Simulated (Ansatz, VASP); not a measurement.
CdSe: VASP beside Ansatz

```
CELL_PARAMETERS angstrom
0.00000 3.06780 3.20156
3.06780 0.00000 3.20156
3.06780 3.06780 0.00000
ATOMIC_POSITIONS crystal
Cd 0.00000 0.00000 0.00000
Se 0.75000 0.75000 0.75000
```

Change from the starting cell: uniaxial_z strain +4.4%.

Alike in both runs: task single point; functional HSE06; k mesh 6 × 6 × 6; no spin polarisation.

```csv
,VASP,Ansatz
version,VASP 6.6.1,Ansatz 0.2.0
potentials or method,"VASP PAW PBE potentials, release 64 (Cd, Se)","plane waves, PAW"
plane-wave cutoff (eV),400,420
occupations,"gaussian, width 0.01 eV",fixed
valence electrons in the cell,18,36
```

Ansatz gave:

```
gap on the k mesh at the Fermi level (eV)                     : 1.32
pressure (GPa)                                                : -1.8
traceless stress, the component that is largest in VASP (GPa) : -0.65
```

Problem. Estimate VASP's values.

Solution. gap on the k mesh at the Fermi level (eV): 1.32; pressure (GPa): -2.1; traceless stress, the component that is largest in VASP (GPa): -0.64.

VASP's potentials hold 18 valence electrons a cell and Ansatz's 36, so a difference there can come from the potentials and not from the codes. Ansatz's warnings: stress exchange threshold loose, stress scf threshold loose.
